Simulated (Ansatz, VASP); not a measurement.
GaN in VASP and in Ansatz

```
CELL_PARAMETERS angstrom
3.33900 0.00000 0.00000
-1.66950 2.89166 0.00000
0.00000 0.00000 5.03685
ATOMIC_POSITIONS crystal
Ga 0.33333 0.66667 0.00000
Ga 0.66667 0.33333 0.50000
N 0.33333 0.66667 0.37500
N 0.66667 0.33333 0.87500
```

Change from the starting cell: strain +0.050 along x and y, -0.025 along z, atoms carried along.

Alike in both runs: task single point; functional r2SCAN; k mesh 12 × 12 × 6; occupations gaussian, width 0.05 eV; no spin polarisation.

|  | VASP | Ansatz |
| --- | --- | --- |
| version | VASP 6.6.1 | Ansatz 0.2.0 |
| potentials or method | VASP PAW PBE potentials, release 64 (Ga_d, N), cutoff 520 eV | scalar-relativistic, plane waves, PAW |
| valence electrons in the cell | 36 | 36 |

```tsv
	VASP	Ansatz	Ansatz less VASP
gap on the k mesh at the Fermi level (eV)	1.85	1.86	+0.007
least direct gap on the mesh (eV)	1.85	1.86	+0.007
pressure (GPa)	-8.9	-9.7	-0.81
traceless stress, the component that is largest in VASP (GPa)	18.49	18.21	-0.276
rms of the force components (eV/Å)	0.538	0.516	-0.0226
```

VASP's potentials were made for PBE, not for r2SCAN. Atom by atom the forces differ by 0.023 eV/Å (rms over components). With one functional, cell and mesh, what is left measures potentials, basis and numerics.
